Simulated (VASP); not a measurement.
# Ge in VASP: notebook, part 2 of 2

VASP 6.6.1.

**4. Electric field gradients, PBE (atom 1 (Ge) moved by [0.0, 0.0, 0.03] A)**

Contents of INCAR:

```
PREC = Accurate
ENCUT = 520
EDIFF = 1E-8
ISMEAR = -1
SIGMA = 0.05
LREAL = False
LASPH = True
NELM = 60
ALGO = Normal
ISIF = 2
LWAVE = False
LCHARG = False
GGA = PE
LEFG = True
NBANDS = 21
```

Contents of KPOINTS:

```
regular mesh
0
Gamma
  10 10 10
```

Contents of POSCAR:

```
Ge
1.0
    0.0000000000      2.8287700000      2.8287700000
    2.8287700000      0.0000000000      2.8287700000
    2.8287700000      2.8287700000      0.0000000000
Ge
2
Direct
    0.5053026580      0.5053026580      0.4946973420
    0.7500000000      0.7500000000      0.7500000000
```

Potentials or basis: VASP PAW PBE potentials, release 64 (Ge_d).

Run with:

```sh
$ cat potpaw_PBE.64/Ge_d/POTCAR > POTCAR
$ mpirun -np 1 vasp_std > vasp.out
```

OUTCAR:

```text
PREC = Accurate
   ENCUT = 520
   EDIFF = 1E-8
   ISMEAR = -1
   LREAL = False
   LASPH = True
   NELM = 60
   ISIF = 2
   GGA = PE

 ion  position               nearest neighbor table
   1  0.505  0.505  0.495-   2 2.43   2 2.43   2 2.47   2 2.47
   2  0.750  0.750  0.750-   1 2.43   1 2.43   1 2.47   1 2.47

  LATTYP: Found a face centered cubic cell.
 ALAT       =     5.6575400000

  Lattice vectors:

 A1 = (   0.0000000000,   2.8287700000,   2.8287700000)
 A2 = (   2.8287700000,   0.0000000000,   2.8287700000)
 A3 = (   2.8287700000,   2.8287700000,   0.0000000000)

Analysis of symmetry for initial positions (statically):
=====================================================================
 Subroutine PRICEL returns:
 Original cell was already a primitive cell.

 Routine SETGRP: Setting up the symmetry group for a
 face centered cubic supercell.

 Subroutine GETGRP returns: Found  8 space group operations
 (whereof  4 operations were pure point group operations)
 out of a pool of 48 trial point group operations.

The static configuration has the point symmetry C_2v.
 The point group associated with its full space group is D_2h.

Analysis of symmetry for dynamics (positions and initial velocities):
=====================================================================
 Subroutine PRICEL returns:
 Original cell was already a primitive cell.

 Routine SETGRP: Setting up the symmetry group for a
 face centered cubic supercell.

 Subroutine GETGRP returns: Found  8 space group operations
 (whereof  4 operations were pure point group operations)
 out of a pool of 48 trial point group operations.

The dynamic configuration has the point symmetry C_2v.
 The point group associated with its full space group is D_2h.

 Subroutine INISYM returns: Found  8 space group operations
 (whereof  4 operations are pure point group operations),
 and found     1 'primitive' translations

----------------------------------------------------------------------------------------

                                     Primitive cell

  volume of cell :      45.2713

  direct lattice vectors                    reciprocal lattice vectors
     0.000000000  2.828770000  2.828770000    -0.176755268  0.176755268  0.176755268
     2.828770000  0.000000000  2.828770000     0.176755268 -0.176755268  0.176755268
     2.828770000  2.828770000  0.000000000     0.176755268  0.176755268 -0.176755268

  length of vectors
     4.000484899  4.000484899  4.000484899     0.306149105  0.306149105  0.306149105

  position of ions in fractional coordinates (direct lattice)
     0.505302658  0.505302658  0.494697342
     0.750000000  0.750000000  0.750000000

  ion indices of the primitive-cell ions
   primitive index   ion index
                 1           1
                 2           2

----------------------------------------------------------------------------------------

 KPOINTS: regular mesh

Automatic generation of k-mesh.
[... 65 lines left out ...]
   NELM   =     60;   NELMIN=  2; NELMDL= -5     # of ELM steps
   EDIFF  = 0.1E-07   stopping-criterion for ELM
   LREAL  =      F    real-space projection
   EDIFFG = 0.1E-06   stopping-criterion for IOM
   NSW    =      0    number of steps for IOM
   IBRION =     -1    ionic relax: 0-MD 1-quasi-New 2-CG
   NFREE  =      0    steps in history (QN), initial steepest desc. (CG)
   ISIF   =      2    stress and relaxation
   ISYM   =      2    0-nonsym 1-usesym 2-fastsym
   POTIM  = 0.5000    time-step for ionic-motion
   TEBEG  =    0.0;   TEEND  =   0.0 temperature during run
   PSTRESS=    0.0 pullay stress
   NELECT =      28.0000    total number of electrons
   NUPDOWN=      -1.0000    fix difference up-down
   EMIN   =  10.00;   EMAX   =-10.00  energy-range for DOS
   EFERMI =   0.00;   METHOD = LEGACY
   ISMEAR =    -1;   SIGMA  =   0.05  broadening in eV -4-tet -1-fermi 0-gaus
   EFERMI_NEDOS =   21; number of points for ismear=-14 and -15
   IALGO  =     38    algorithm
   IMIX   =      4    mixing-type and parameters
     AMIX     =   0.40;   BMIX     =  1.00
     AMIX_MAG =   1.60;   BMIX_MAG =  1.00
  volume/ion in A,a.u.               =      22.64       152.75
  Fermi-wavevector in a.u.,A,eV,Ry     =   1.394825  2.635838 26.470653  1.945538
  Thomas-Fermi vector in A             =   2.518337
   LORBIT       =      0    0 simple, 1 ext, 2 COOP (PROOUT), +10 PAW based schemes
   GGA     = PE    functional components
   LHFCALC =     F    Hartree Fock is set to
   AEXX    =    0.0000 exact exchange contribution
   IVDW    =     0    specifies the selected vdW correction
   LEPSILON=     F    determine dielectric tensor
   LRPA    =     F    only Hartree local field effects (RPA)
 non-spin polarized calculation
  energy-cutoff  :      520.00
  volume of cell :       45.27
 maximum number of plane-waves:      1243
 NGX is ok and might be reduce to    30
   NGX = 15   NGY = 15   NGZ = 15

 number of electron      28.0000006 magnetization

 Free energy of the ion-electron system (eV)
  ---------------------------------------------------
  ext. energy  EPLUGINS =         0.00000000
  ---------------------------------------------------
  free energy    TOTEN  =        -9.00154315 eV

  energy without entropy =       -9.00103891  energy(sigma->0) =       -9.00129103

 E-fermi :   5.0591     XC(G=0):  -9.9254

 val. band max:        5.0294987169   @ k =   0.0000   0.0000   0.0000
 cond. band min:       5.1329533035   @ k =   0.5000   0.0000   0.0000
 fundamental gap:      0.1034545866
 Fermi energy:         5.0591301752

 k-point     1 :       0.0000    0.0000    0.0000
  band No.  band energies     occupation
      1     -19.8289      2.00000
      2     -19.8231      2.00000
      3     -19.8158      2.00000
      4     -19.7866      2.00000
      5     -19.7861      2.00000
      6     -19.5794      2.00000
[... 565 lines left out ...]
     20      14.6351      0.00000
     21      15.4237      0.00000

 [... further k-points ...]
[... 5 lines left out ...]
  --------------------------------------------------------------------------------------
  -------------------------------------------------------------------------------------
  Total        1.0293199      1.0293199      1.0215666      0.2775900      0.0000000      0.0000000
  in kB       36.4282264     36.4282264     36.1538337      9.8240701      0.0000000      0.0000000
  external PRESSURE =      36.3367622 kB  Pullay stress =       0.0000000 kB

 VOLUME and BASIS-vectors are now :
 -----------------------------------------------------------------------------
  energy-cutoff  :      520.00
  volume of cell :       45.27
      direct lattice vectors                 reciprocal lattice vectors
     0.000000000  2.828770000  2.828770000    -0.176755268  0.176755268  0.176755268
     2.828770000  0.000000000  2.828770000     0.176755268 -0.176755268  0.176755268
     2.828770000  2.828770000  0.000000000     0.176755268  0.176755268 -0.176755268

 POSITION                                       TOTAL-FORCE (eV/Angst)
 -----------------------------------------------------------------------------------
      2.82877      2.82877      2.85877         0.000000      0.000000     -0.341830
      4.24315      4.24315      4.24315        -0.000000     -0.000000      0.341830
 -----------------------------------------------------------------------------------
    total drift:                               -0.000003     -0.000003      0.000086

  FREE ENERGIE OF THE ION-ELECTRON SYSTEM (eV)
  ---------------------------------------------------
  free  energy   TOTEN  =        -9.0015431490 eV

  energy  without entropy=       -9.0010389117  energy(sigma->0) =       -9.00129103

 Electric field gradients (V/A^2)
---------------------------------------------------------------------
 ion       V_xx      V_yy      V_zz      V_xy      V_xz      V_yz
---------------------------------------------------------------------
   1       0.000     0.000    -0.000    -5.416     0.004     0.004
   2      -0.000    -0.000     0.000    -5.416     0.003     0.003
---------------------------------------------------------------------

 Electric field gradients after diagonalization (V/A^2)
 (convention: |V_zz| > |V_xx| > |V_yy|)
----------------------------------------------------------------------
 ion       V_xx      V_yy      V_zz     asymmetry (V_yy - V_xx)/ V_zz
----------------------------------------------------------------------
   1      -5.416    -0.000     5.416       1.000
   2       5.416     0.000    -5.416       1.000
----------------------------------------------------------------------

           NMR quadrupolar parameters

 Cq : quadrupolar parameter    Cq=e*Q*V_zz/h
 eta: asymmetry parameters     (V_yy - V_xx)/ V_zz
 Q  : nuclear electric quadrupole moment in mb (millibarn)
----------------------------------------------------------------------
 ion       Cq(MHz)       eta       Q (mb)
----------------------------------------------------------------------
   1       0.013       1.000       1.000
   2      -0.013       1.000       1.000
----------------------------------------------------------------------
```

Wall time 3.1 min (1 thread of Intel Xeon Platinum 8175M at 2.50GHz (Skylake/Cascade Lake), shared host); peak memory 0.26 GiB.

Results:

| Property | Result |
| --- | --- |
| Free energy | -9.0015 eV |
| Pressure | 3.6 GPa |
| Largest force | 0.342 eV/Å |
| Band gap on the k mesh | 0.10 eV, indirect (the least direct gap lies 1.4 meV higher) |

Forces on the atoms (eV/Å):
```
Ge   0.000  0.000 -0.342
Ge   0.000  0.000  0.342
```

Levels at points of the mesh, in eV from the valence-band top:
| k point | band 12 | band 13 | band 14 | band 15 | band 16 | band 17 |
| --- | --- | --- | --- | --- | --- | --- |
| (0.00, 0.00, 0.00) | -0.18 | -0.03 | 0.00 | 0.10 | 2.41 | 2.52 |
| (0.50, 0.00, 0.00) | -7.55 | -1.53 | -1.37 | 0.10 | 3.59 | 3.80 |
| (0.00, 0.00, 0.50) | -7.72 | -1.50 | -1.36 | 0.19 | 3.63 | 3.84 |
| (0.50, 0.50, 0.00) | -8.82 | -3.15 | -3.07 | 0.63 | 0.80 | 9.42 |
| (0.00, 0.50, 0.50) | -8.92 | -3.11 | -3.11 | 0.72 | 0.72 | 9.48 |

Electric field gradients, principal values (V/Å²):
| atom | least | middle | greatest (by size) |
| --- | --- | --- | --- |
| 1 Ge | 0.000 | -5.416 | 5.416 |
| 2 Ge | 0.000 | -5.416 | 5.416 |

Caveat: the cell differs from its parent crystal (atom 1 (Ge) moved by [0.0, 0.0, 0.03] A); without QUAD_EFG the Cq values of the log hold for a quadrupole moment of 1 mb, not for the nuclei. A k mesh can miss the band edges.

**5. Against experiment**

Step 2. A measured gap of Ge is 0.807 eV (direct; 300 K; “Electronic and optical properties of SixGe1-x-ySny alloys lattice-matched to Ge”, 2021, arxiv:2109.02782); the calculated 0.41 eV misses it by -0.40 eV. 3 values of this kind are on record (0.666 to 0.807 eV); this one was drawn at random among those near their median. Spin-orbit coupling on Ge is left out. The value is that of r2SCAN on a finite k mesh, which can miss the band edges, without temperature or zero-point motion.
